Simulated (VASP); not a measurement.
Pt, 1 atom in the cell. Symmetry: P6/mmm, No. 191, hexagonal system. Conventional cell: a = 2.387 Å, b = 2.387 Å, c = 2.320 Å, α = 90.00°, β = 90.00°, γ = 120.00°. Within 3.1 Å of Pt (site symmetry 6/mmm) lie 8 Pt at 2.32 to 2.39 Å. 

```yaml
Program: VASP 6.6.1
Task: single point
Functional: PBE
Potentials_or_basis: VASP PAW PBE potentials, release 64 (Pt)
Cutoff: 520 eV
k_mesh: 16 × 16 × 15
Occupations: fermi-dirac, width 0.08 eV
Spin: no spin polarisation
Dipole_correction: no
Further_INCAR_settings: ALGO = Normal; EDIFF = 1e-06; NBANDS = 11
```

Potentials or basis: VASP PAW PBE potentials, release 64 (Pt).

The run is started by

```sh
$ cat potpaw_PBE.64/Pt/POTCAR > POTCAR
$ mpirun -np 1 vasp_std > vasp.out
```

Hardware: 1 thread of Intel Xeon 8259CL, on a shared host.

**Question.** Estimate the wall time of this run.

**Answer.** It took 40 s on 1 thread of Intel Xeon 8259CL, on a shared host, peak memory 0.14 GiB. Counts: scf iterations 11, k points 240.
